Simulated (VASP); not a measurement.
## ZrH5: single point with PBE

The system is ZrH5.

```
Zr H
1.0
     2.56676    1.48192    2.46858
    -2.56676    1.48192    2.46858
     0.00000   -2.96384    2.46858
Zr H
1 5
Direct
  0.50000 0.50000 0.50000
  0.50000 0.50000 0.00000
  0.00000 0.50000 0.50000
  0.50000 0.00000 0.50000
  0.23078 0.23078 0.23078
  0.76922 0.76922 0.76922
```

```yaml
Program: VASP 6.6.1
Task: single point
Functional: PBE
Potentials_or_basis: VASP PAW PBE potentials, release 64 (Zr_sv, H)
Cutoff: 500 eV
k_mesh: 4 × 4 × 4
Occupations: gaussian, width 0.2 eV
Spin: no spin polarisation
Dipole_correction: no
Further_INCAR_settings: ALGO = Normal; EDIFF = 1e-06; NBANDS = 18
```

```yaml
Pressure: 0.0 GPa
Largest_force: 0.028 eV/Å
```

Forces on the atoms (eV/Å):
```
Zr   0.000  0.000  0.000
H    0.000  0.000  0.000
H    0.000  0.000  0.000
H    0.000  0.000  0.000
H    0.000  0.000 -0.028
H    0.000  0.000  0.028
```

Stress tensor (GPa, compression positive):
```
-0.01  0.00  0.00
 0.00 -0.01  0.00
 0.00  0.00 -0.09
```

Levels at points of the mesh, in eV from the Fermi level:
| k point | band 5 | band 6 | band 7 | band 8 | band 9 | band 10 | band 11 | band 12 |
| --- | --- | --- | --- | --- | --- | --- | --- | --- |
| (0.00, 0.00, 0.00) | -8.93 | -5.51 | -5.51 | -1.95 | 0.73 | 1.92 | 1.92 | 4.00 |
| (0.50, 0.00, 0.00) | -7.73 | -5.53 | -5.37 | -1.18 | 0.96 | 0.96 | 1.79 | 2.23 |
| (0.50, 0.50, 0.00) | -6.61 | -5.52 | -3.48 | -3.04 | 0.28 | 1.18 | 1.94 | 2.02 |
| (0.50, 0.50, 0.50) | -5.29 | -4.98 | -2.58 | -2.58 | -0.58 | -0.58 | 1.61 | 1.97 |

It took 13 s on 1 thread of AMD EPYC 7R43 64-Core Processor (Zen 3) (shared host), peak memory 0.12 GiB.

Caveat: the k points lie up to 0.41 Å⁻¹ apart.
